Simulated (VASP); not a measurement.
Set up this calculation in VASP 6.6.1, as the native input.

- Task: single point
- Functional: PBE
- Potentials or basis: VASP PAW PBE potentials, release 64 (Mg, H)
- Cutoff: 600 eV
- k mesh: 4 × 4 × 5
- Occupations: gaussian, width 0.15 eV
- Spin: no spin polarisation
- Dipole correction: no
- Further INCAR settings: ALGO = Normal; EDIFF = 1e-06; NBANDS = 9

The structure of MgH2 lies in POSCAR:

```
MgH2
1.0
    2.3840375195     -2.3802972963      0.0000000000
    2.3840375195      2.3802972963      0.0000000000
    0.0000000000      0.0000000000      3.3219997248
Mg H
1 2
Direct
    0.0000000000      0.0000000000      0.0000000000
    0.5000000000      0.5000000000      0.5000000000
    0.0000000000      0.0000000000      0.5000000000
```

The input as run:

INCAR

```
SYSTEM = MgH2
PREC     = Accurate       ! precision mode
ENCUT    = 600            ! plane-wave cutoff, eV
EDIFF    = 1E-6           ! SCF threshold, eV
ISMEAR   = 0              ! smearing method
SIGMA    = 0.15           ! smearing width, eV
LREAL    = .False.        ! projectors in reciprocal space
LASPH    = .True.         ! aspherical terms in the spheres
NELM     = 120            ! most SCF steps
ALGO     = Normal         ! electronic algorithm
ISIF     = 2              ! what is computed and relaxed
LWAVE    = .False.        ! write WAVECAR
LCHARG   = .False.        ! write CHGCAR
GGA      = PE             ! functional
NBANDS   = 9              ! bands
GGA_COMPAT= .False.
```

KPOINTS

```
regular mesh
0
Gamma
  4 4 5
  0 0 0
```

Potentials or basis: VASP PAW PBE potentials, release 64 (Mg, H).

Command:

```console
$ cat potpaw_PBE.64/Mg/POTCAR potpaw_PBE.64/H/POTCAR > POTCAR
$ mpirun -np 1 vasp_std > vasp.out
```

It gave:

```
Pressure               : -0.1 GPa
Band gap on the k mesh : zero (band 2 reaches 0.92 eV, above the bottom of band 3 at 0.61 eV)
```

Caveat: the k points lie up to 0.47 Å⁻¹ apart.

Run time: 9 s on 1 thread of Intel(R) Xeon(R) Platinum 8488C (Sapphire Rapids) (shared host), peak memory 0.15 GiB.
